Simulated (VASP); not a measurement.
# V4SiSe8 (F-43m) in VASP: single point with PBEsol

Aim: the single point of V4SiSe8 with PBEsol.

Everything below comes from runs of VASP 6.6.1. Logs are shortened: lines on timing, memory, paths and dates and some standing lists are left out, and cuts for length are marked.

## (1) The cell of the first run

The structure is cubic, space group F-43m (No. 216). Conventional cell: a = 10.073 Å, b = 10.073 Å, c = 10.073 Å, α = 90.00°, β = 90.00°, γ = 90.00°. Si (site symmetry -43m) has 4 Se at 2.38 Å within 3.1 Å. Within 3.2 Å of V (site symmetry 3m) lie 6 Se at 2.41 to 2.66 Å and 3 V at 2.95 Å. Within 3.2 Å of Se (site symmetry 3m) lie 3 V at 2.41 Å. Se (site symmetry 3m) has 1 Si at 2.38 Å and 3 V at 2.66 Å within 3.1 Å.

## (2) Single point, PBEsol

INCAR reads:

```
SYSTEM = V4SiSe8
ALGO = Normal ; EDIFF = 1E-6
ENCUT = 520 ; GGA = PS
ISIF = 2 ; ISMEAR = -1
LASPH = .True. ; LCHARG = .False.
LREAL = .False. ; LWAVE = .False.
NBANDS = 64 ; NELM = 60
PREC = Accurate ; SIGMA = 0.1352
```

KPOINTS reads:

```
k-points
0
Gamma
  6 6 6
  0 0 0
```

POSCAR reads:

```
V4SiSe8
1.0
    0.0000000000      5.0364630000      5.0364630000
    5.0364630000      0.0000000000      5.0364630000
    5.0364630000      5.0364630000      0.0000000000
Si V Se
1 4 8
Direct
    0.0000000000      0.0000000000      0.0000000000
    0.6034000000      0.6034000000      0.6034000000
    0.1898000000      0.6034000000      0.6034000000
    0.6034000000      0.6034000000      0.1898000000
    0.6034000000      0.1898000000      0.6034000000
    0.3678000000      0.3678000000      0.3678000000
    0.8966000000      0.3678000000      0.3678000000
    0.3678000000      0.3678000000      0.8966000000
    0.3678000000      0.8966000000      0.3678000000
    0.8637000000      0.8637000000      0.8637000000
    0.4089000000      0.8637000000      0.8637000000
    0.8637000000      0.8637000000      0.4089000000
    0.8637000000      0.4089000000      0.8637000000
```

Potentials or basis: VASP PAW PBE potentials, release 64 (Si, V_sv, Se).

Run with:

```
$ cat potpaw_PBE.64/Si/POTCAR potpaw_PBE.64/V_sv/POTCAR potpaw_PBE.64/Se/POTCAR > POTCAR
$ mpirun -np 1 vasp_std > vasp.out
```

OUTCAR:

```text
SYSTEM = V4SiSe8
   EDIFF = 1E-6
   ENCUT = 520
   GGA = PS
   ISIF = 2
   ISMEAR = -1
   LASPH = .True.
   LREAL = .False.
   NELM = 60
   PREC = Accurate

 ion  position               nearest neighbor table
   1  0.000  0.000  0.000-  10 2.38  11 2.38  12 2.38  13 2.38
   2  0.603  0.603  0.603-   7 2.41   8 2.41   9 2.41  11 2.66  12 2.66  13 2.66
   3  0.190  0.603  0.603-   6 2.41   8 2.41   9 2.41  12 2.66  13 2.66  10 2.66
   4  0.603  0.603  0.190-   6 2.41   7 2.41   9 2.41  11 2.66  13 2.66  10 2.66
   5  0.603  0.190  0.603-   6 2.41   7 2.41   8 2.41  12 2.66  11 2.66  10 2.66
   6  0.368  0.368  0.368-   3 2.41   4 2.41   5 2.41
   7  0.897  0.368  0.368-   2 2.41   4 2.41   5 2.41
   8  0.368  0.368  0.897-   2 2.41   3 2.41   5 2.41
   9  0.368  0.897  0.368-   2 2.41   3 2.41   4 2.41
  10  0.864  0.864  0.864-   1 2.38   3 2.66   4 2.66   5 2.66
  11  0.409  0.864  0.864-   1 2.38   4 2.66   5 2.66   2 2.66
  12  0.864  0.864  0.409-   1 2.38   3 2.66   5 2.66   2 2.66
  13  0.864  0.409  0.864-   1 2.38   4 2.66   3 2.66   2 2.66

  LATTYP: Found a face centered cubic cell.
 ALAT       =    10.0729260000

  Lattice vectors:

 A1 = (   0.0000000000,   5.0364630000,   5.0364630000)
 A2 = (   5.0364630000,   0.0000000000,   5.0364630000)
 A3 = (   5.0364630000,   5.0364630000,   0.0000000000)

Analysis of symmetry for initial positions (statically):
=====================================================================
 Subroutine PRICEL returns:
 Original cell was already a primitive cell.

 Routine SETGRP: Setting up the symmetry group for a
 face centered cubic supercell.

 Subroutine GETGRP returns: Found 24 space group operations
 (whereof 24 operations were pure point group operations)
 out of a pool of 48 trial point group operations.

The static configuration has the point symmetry T_d .

Analysis of symmetry for dynamics (positions and initial velocities):
=====================================================================
 Subroutine PRICEL returns:
 Original cell was already a primitive cell.

 Routine SETGRP: Setting up the symmetry group for a
 face centered cubic supercell.

 Subroutine GETGRP returns: Found 24 space group operations
 (whereof 24 operations were pure point group operations)
 out of a pool of 48 trial point group operations.

The dynamic configuration has the point symmetry T_d .

 Subroutine INISYM returns: Found 24 space group operations
 (whereof 24 operations are pure point group operations),
 and found     1 'primitive' translations

----------------------------------------------------------------------------------------

                                     Primitive cell

  volume of cell :     255.5094

  direct lattice vectors                    reciprocal lattice vectors
     0.000000000  5.036463000  5.036463000    -0.099276020  0.099276020  0.099276020
     5.036463000  0.000000000  5.036463000     0.099276020 -0.099276020  0.099276020
     5.036463000  5.036463000  0.000000000     0.099276020  0.099276020 -0.099276020

  length of vectors
     7.122634281  7.122634281  7.122634281     0.171951110  0.171951110  0.171951110

  position of ions in fractional coordinates (direct lattice)
     0.000000000  0.000000000  0.000000000
     0.603400000  0.603400000  0.603400000
     0.189800000  0.603400000  0.603400000
     0.603400000  0.603400000  0.189800000
     0.603400000  0.189800000  0.603400000
     0.367800000  0.367800000  0.367800000
     0.896600000  0.367800000  0.367800000
     0.367800000  0.367800000  0.896600000
     0.367800000  0.896600000  0.367800000
     0.863700000  0.863700000  0.863700000
     0.408900000  0.863700000  0.863700000
     0.863700000  0.863700000  0.408900000
     0.863700000  0.408900000  0.863700000

  ion indices of the primitive-cell ions
   primitive index   ion index
                 1           1
                 2           2
                 3           3
                 4           4
                 5           5
                 6           6
                 7           7
                 8           8
                 9           9
                10          10
                11          11
                12          12
                13          13

----------------------------------------------------------------------------------------

 KPOINTS: k-points

Automatic generation of k-mesh.
 Grid dimensions read from file:
 generate k-points for:    6    6    6

 Generating k-lattice:

  Cartesian coordinates                     Fractional coordinates (reciprocal lattice)
    -0.016546003  0.016546003  0.016546003     0.166666667  0.000000000  0.000000000
     0.016546003 -0.016546003  0.016546003     0.000000000  0.166666667  0.000000000
     0.016546003  0.016546003 -0.016546003     0.000000000  0.000000000  0.166666667

  Length of vectors
     0.028658518  0.028658518  0.028658518

  Shift w.r.t. Gamma in fractional coordinates (k-lattice)
     0.000000000  0.000000000  0.000000000

 Subroutine IBZKPT returns following result:
 ===========================================

 Found     16 irreducible k-points:

 Following reciprocal coordinates:
            Coordinates               Weight
  0.000000  0.000000  0.000000      1.000000
  0.166667  0.000000  0.000000      8.000000
  0.333333  0.000000  0.000000      8.000000
  0.500000  0.000000  0.000000      4.000000
  0.166667  0.166667  0.000000      6.000000
  0.333333  0.166667  0.000000     24.000000
[... 8 lines left out ...]
 -0.333333  0.333333  0.166667     24.000000
 -0.333333  0.500000  0.166667     12.000000
   k-points           NKPTS =     16   k-points in BZ     NKDIM =     16   number of bands    NBANDS=     64
   number of dos      NEDOS =    301   number of ions     NIONS =     13
   total plane-waves  NPLWV = 157464
   dimension x,y,z NGX =    54 NGY =   54 NGZ =   54
   dimension x,y,z NGXF=   108 NGYF=  108 NGZF=  108
   ions per type =               1   4   8
   NGX,Y,Z   is equivalent  to a cutoff of  12.60, 12.60, 12.60 a.u.
   NGXF,Y,Z  is equivalent  to a cutoff of  25.21, 25.21, 25.21 a.u.
 SYSTEM =  V4SiSe8
   PREC   = accura    normal or accurate (medium, high low for compatibility)
   ISTART =      0    job   : 0-new  1-cont  2-samecut
   ICHARG =      2    charge: 1-file 2-atom 10-const
   ISPIN  =      1    spin polarized calculation?
   LNONCOLLINEAR =      F non collinear calculations
   LSORBIT =      F    spin-orbit coupling
   LASPH  =      T    aspherical Exc in radial PAW
   ENCUT  =  520.0 eV  38.22 Ry    6.18 a.u.  13.24 13.24 13.24*2*pi/ulx,y,z
   NELM   =     60;   NELMIN=  2; NELMDL= -5     # of ELM steps
   EDIFF  = 0.1E-05   stopping-criterion for ELM
   LREAL  =      F    real-space projection
   EDIFFG = 0.1E-04   stopping-criterion for IOM
   NSW    =      0    number of steps for IOM
   IBRION =     -1    ionic relax: 0-MD 1-quasi-New 2-CG
   NFREE  =      0    steps in history (QN), initial steepest desc. (CG)
   ISIF   =      2    stress and relaxation
   ISYM   =      2    0-nonsym 1-usesym 2-fastsym
   POTIM  = 0.5000    time-step for ionic-motion
   TEBEG  =    0.0;   TEEND  =   0.0 temperature during run
   PSTRESS=    0.0 pullay stress
   NELECT =     104.0000    total number of electrons
   NUPDOWN=      -1.0000    fix difference up-down
   EMIN   =  10.00;   EMAX   =-10.00  energy-range for DOS
   EFERMI =   0.00;   METHOD = LEGACY
   ISMEAR =    -1;   SIGMA  =   0.14  broadening in eV -4-tet -1-fermi 0-gaus
   EFERMI_NEDOS =   21; number of points for ismear=-14 and -15
   IALGO  =     38    algorithm
   IMIX   =      4    mixing-type and parameters
     AMIX     =   0.40;   BMIX     =  1.00
     AMIX_MAG =   1.60;   BMIX_MAG =  1.00
  volume/ion in A,a.u.               =      19.65       132.64
  Fermi-wavevector in a.u.,A,eV,Ry     =   1.213250  2.292710 20.027443  1.471976
  Thomas-Fermi vector in A             =   2.348708
   LORBIT       =      0    0 simple, 1 ext, 2 COOP (PROOUT), +10 PAW based schemes
   GGA     = PS    functional components
   LHFCALC =     F    Hartree Fock is set to
   AEXX    =    0.0000 exact exchange contribution
   IVDW    =     0    specifies the selected vdW correction
   LEPSILON=     F    determine dielectric tensor
   LRPA    =     F    only Hartree local field effects (RPA)
 non-spin polarized calculation
  energy-cutoff  :      520.00
  volume of cell :      255.51
 maximum number of plane-waves:      6934
 NGX is ok and might be reduce to    54
   NGX = 27   NGY = 27   NGZ = 27

 number of electron     104.0000001 magnetization

 Free energy of the ion-electron system (eV)
  ---------------------------------------------------
  ext. energy  EPLUGINS =         0.00000000
  ---------------------------------------------------
  free energy    TOTEN  =       -84.28039104 eV

  energy without entropy =      -83.66826702  energy(sigma->0) =      -83.97432903

 E-fermi :   5.8050     XC(G=0): -10.5588

 val. band max:        5.7970535469   @ k =  -0.3333   0.3333   0.1667
 cond. band min:       5.8099173929   @ k =   0.5000   0.1667   0.0000
 fundamental gap:      0.0128638461
 Fermi energy:         5.8050390230

 k-point     1 :       0.0000    0.0000    0.0000
  band No.  band energies     occupation
      1     -58.3916      2.00000
      2     -58.3707      2.00000
      3     -58.3707      2.00000
      4     -58.3707      2.00000
      5     -32.5273      2.00000
      6     -32.4115      2.00000
[... 56 lines left out ...]
     63       7.9778      0.00000
     64       7.9784      0.00000

 k-point     2 :       0.1667    0.0000    0.0000
  band No.  band energies     occupation
      1     -58.3916      2.00000
      2     -58.3708      2.00000
      3     -58.3707      2.00000
      4     -58.3707      2.00000
      5     -32.5266      2.00000
      6     -32.4116      2.00000
[... 994 lines left out ...]
     63       7.7827      0.00000
     64       7.8061      0.00000

------------------------ aborting loop because EDIFF is reached ----------------------------------------

  FORCE on cell =-STRESS in cart. coord.  units (eV):
  Direction    XX          YY          ZZ          XY          YZ          ZX
  --------------------------------------------------------------------------------------
  -------------------------------------------------------------------------------------
  Total       -5.1536046     -5.1536046     -5.1536046      0.0000000      0.0000000      0.0000000
  in kB      -32.3157873    -32.3157873    -32.3157873      0.0000000      0.0000000      0.0000000
  external PRESSURE =     -32.3157873 kB  Pullay stress =       0.0000000 kB

 VOLUME and BASIS-vectors are now :
 -----------------------------------------------------------------------------
  energy-cutoff  :      520.00
  volume of cell :      255.51
      direct lattice vectors                 reciprocal lattice vectors
     0.000000000  5.036463000  5.036463000    -0.099276020  0.099276020  0.099276020
     5.036463000  0.000000000  5.036463000     0.099276020 -0.099276020  0.099276020
     5.036463000  5.036463000  0.000000000     0.099276020  0.099276020 -0.099276020

 POSITION                                       TOTAL-FORCE (eV/Angst)
 -----------------------------------------------------------------------------------
      0.00000      0.00000      0.00000        -0.000000     -0.000000      0.000000
      6.07800      6.07800      6.07800        -0.461466     -0.461466     -0.461466
      6.07800      3.99492      3.99492        -0.461466      0.461466      0.461466
      3.99492      3.99492      6.07800         0.461466      0.461466     -0.461466
      3.99492      6.07800      3.99492         0.461466     -0.461466      0.461466
      3.70482      3.70482      3.70482         0.111252      0.111252      0.111252
      3.70482      6.36810      6.36810         0.111252     -0.111252     -0.111252
      6.36810      6.36810      3.70482        -0.111252     -0.111252      0.111252
      6.36810      3.70482      6.36810        -0.111252      0.111252     -0.111252
      8.69999      8.69999      8.69999         0.053296      0.053296      0.053296
      8.69999      6.40940      6.40940         0.053296     -0.053296     -0.053296
      6.40940      6.40940      8.69999        -0.053296     -0.053296      0.053296
      6.40940      8.69999      6.40940        -0.053296      0.053296     -0.053296
 -----------------------------------------------------------------------------------
    total drift:                               -0.000000     -0.000000     -0.000000

  FREE ENERGIE OF THE ION-ELECTRON SYSTEM (eV)
  ---------------------------------------------------
  free  energy   TOTEN  =       -84.2803910378 eV

  energy  without entropy=      -83.6682670229  energy(sigma->0) =      -83.97432903
```

It took 11 min on 1 thread of Oxide Virtual Turin-like, shared host; peak memory 0.5 GiB.

Results:

| Item | Value |
| --- | --- |
| Free energy | -84.2804 eV |
| Pressure | -3.2 GPa |
| Largest force | 0.799 eV/Å |
| Band gap on the k mesh | zero (bands 52 and 53 overlap by 0.06 eV) |

Forces on the atoms (eV/Å):
```
Si   0.000  0.000  0.000
V   -0.461 -0.461 -0.461
V   -0.461  0.461  0.461
V    0.461  0.461 -0.461
V    0.461 -0.461  0.461
Se   0.111  0.111  0.111
Se   0.111 -0.111 -0.111
Se  -0.111 -0.111  0.111
Se  -0.111  0.111 -0.111
Se   0.053  0.053  0.053
Se   0.053 -0.053 -0.053
Se  -0.053 -0.053  0.053
Se  -0.053  0.053 -0.053
```

Levels at points of the mesh, in eV from the Fermi level:
```
           k point  band 50  band 51  band 52  band 53  band 54  band 55
(0.00, 0.00, 0.00)    -0.77    -0.77    -0.01    -0.01    -0.01     0.16
(0.50, 0.00, 0.00)    -0.43    -0.43    -0.06     0.11     0.11     0.45
(0.50, 0.50, 0.00)    -0.29    -0.29    -0.29     0.25     0.25     0.77
```

Caveat: the cell stands under tension; the PAW data sets were made with another functional, which shifts forces and pressure a little; the run has no spin polarisation, though such a crystal can be magnetic. With open d or f shells a metallic result of PBEsol can be an artefact of self-interaction; +U or a hybrid may open a gap.
